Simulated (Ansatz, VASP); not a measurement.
**Sb: VASP beside Ansatz**

The input INCAR:

```
SYSTEM = Sb
PREC     = Accurate       ! precision mode
ENCUT    = 400            ! plane-wave cutoff, eV
EDIFF    = 1E-8           ! SCF threshold, eV
ISMEAR   = -1             ! smearing method
SIGMA    = 0.05           ! smearing width, eV
LREAL    = .FALSE.        ! projectors in reciprocal space
LASPH    = .TRUE.         ! aspherical terms in the spheres
NELM     = 120            ! most SCF steps
ALGO     = Normal         ! electronic algorithm
ISIF     = 2              ! what is computed and relaxed
LWAVE    = .FALSE.        ! write WAVECAR
LCHARG   = .FALSE.        ! write CHGCAR
GGA      = PS             ! functional
LEFG     = .TRUE.       
NBANDS   = 8              ! bands
GGA_COMPAT= .FALSE.
```

The input KPOINTS:

```
Automatic mesh
0
G
  13 13 13
  0 0 0
```

POSCAR

```
Sb
1.0
    3.1600000000      0.0000000000      0.0000000000
    0.0000000000      3.1600000000      0.0000000000
    0.0000000000      0.0000000000      3.2232000000
Sb
1
Direct
    0.0000000000      0.0000000000      0.0000000000
```

Input for Ansatz:

```yaml
crystal:
  lattice:
    - [3.16, 0.0, 0.0]
    - [0.0, 3.16, 0.0]
    - [0.0, 0.0, 3.2232]
  atoms:
    - { symbol: Sb, position: [0.0, 0.0, 0.0] }
kpoints:
  mp_grid: { grid: [13, 13, 13] }
scf:
  occupations: { method: fermi_dirac, width: 0.05 }
hamiltonian:
  xc: pbesol
  pseudopotentials: { kind: all_electron, datasets: crystal }
output:
  forces: true
  stress: true
  eigenvalues: true
  efg: { contact_densities: true }
```

Change from the starting cell: zz strain of +2 %, crystal datasets.

Alike in both runs: task electric field gradients; functional PBEsol; k mesh 13 × 13 × 13; occupations fermi-dirac, width 0.05 eV; no spin polarisation.

|  | VASP | Ansatz |
| --- | --- | --- |
| version | VASP 6.6.1 | Ansatz 0.2.0 |
| potentials or method | VASP PAW PBE potentials, release 64 (Sb), cutoff 400 eV | all-electron PAW with datasets made for the crystal, scalar-relativistic |

VASP gave:

| Quantity | Value |
| --- | --- |
| pressure (GPa) | -5.6 |
| traceless stress, the component that is largest in VASP (GPa) | -1.64 |
| size of Vzz on the site where it differs most (V/Å²) | 9.3 |

**Question.** Which values does Ansatz return?

**Answer.** Pressure (GPa): -5.6; traceless stress, the component that is largest in VASP (GPa): -1.63; size of Vzz on the site where it differs most (V/Å²): 8.4.

VASP's potentials were made for PBE, not for PBEsol. Ansatz ran all-electron here, and VASP with PAW potentials.

Spin-orbit coupling is off throughout.
